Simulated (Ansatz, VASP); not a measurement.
Ti: VASP beside Ansatz

File INCAR:

```
ALGO = Normal
EDIFF = 1E-8
ENCUT = 400
GGA_COMPAT = False
ISIF = 2
ISMEAR = -1
LASPH = True
LCHARG = False
LEFG = True
LREAL = False
LWAVE = False
NBANDS = 12
NELM = 120
PREC = Accurate
SIGMA = 0.05
```

The input KPOINTS:

```
k-points
0
Gamma
  15 15 15
```

Contents of POSCAR:

```
Ti
1.0
    0.0000000000      2.0025642044      2.0025642044
    2.0025642044      0.0000000000      2.0025642044
    2.0025642044      2.0025642044      0.0000000000
Ti
1
Direct
    0.0000000000      0.0000000000      0.0000000000
```

Input for Ansatz:

```yaml
crystal:
  lattice:
    - [0.0, 2.0025642044, 2.0025642044]
    - [2.0025642044, 0.0, 2.0025642044]
    - [2.0025642044, 2.0025642044, 0.0]
  atoms:
    - { symbol: Ti, position: [0.0, 0.0, 0.0] }
kpoints:
  mp_grid: { grid: [15, 15, 15] }
scf:
  occupations: { method: fermi_dirac, width: 0.05 }
hamiltonian:
  xc: lda
  pseudopotentials: { kind: all_electron, datasets: crystal }
output:
  forces: true
  stress: true
  eigenvalues: true
  efg: { contact_densities: true }
```

Change from the starting cell: volume scaled by 0.96, crystal datasets.

Alike in both runs: task electric field gradients; functional LDA; k mesh 15 × 15 × 15; occupations fermi-dirac, width 0.05 eV; no spin polarisation.

```csv
,VASP,Ansatz
version,VASP 6.6.1,Ansatz 0.2.0
potentials or method,"VASP PAW LDA potentials, release 64 (Ti_sv), cutoff 400 eV","all-electron PAW with datasets made for the crystal, scalar-relativistic"
```

Ansatz gave:

- pressure (GPa): -0.2

What did VASP give for the same quantities?

Pressure (GPa): -1.2.

LDA's correlation is that of Perdew and Zunger in VASP and of Perdew and Wang (1992) in Ansatz. Ansatz ran all-electron here, and VASP with PAW potentials.
